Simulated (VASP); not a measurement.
**SnTe: single point with LDA**

The system is SnTe.

```
Te Sn
1.0
     3.90470    0.00000    0.00000
     0.00000    3.90470    0.00000
     0.00000    0.00000    3.90470
Te Sn
1 1
Direct
  0.50000 0.50000 0.50000
  0.00000 0.00000 0.00000
```

```json
{
 "Program": "VASP 6.6.1",
 "Task": "single point",
 "Functional": "LDA",
 "Potentials or basis": "VASP PAW LDA potentials, release 64 (Te, Sn_d)",
 "Cutoff": "520 eV",
 "k mesh": "7 × 7 × 7",
 "Occupations": "fermi-dirac, width 0.05 eV",
 "Spin": "no spin polarisation"
}
```

The pressure is -4.8 GPa and the band gap on the k mesh is zero (band 10 reaches 7.02 eV, above the bottom of band 11 at 5.96 eV).

Levels at points of the mesh, in eV from the Fermi level:
| k point | band 6 | band 7 | band 8 | band 9 | band 10 | band 11 | band 12 | band 13 | band 14 | band 15 |
| --- | --- | --- | --- | --- | --- | --- | --- | --- | --- | --- |
| (0.00, 0.00, 0.00) | -12.30 | -5.36 | -1.68 | -1.68 | -1.68 | 3.69 | 3.69 | 5.30 | 5.30 | 5.30 |

Wall time 35 s on 1 thread of Intel Xeon 8259CL (shared host), peak memory 0.16 GiB.

Caveat: spin-orbit coupling is left out, which moves the levels of the heavy elements.
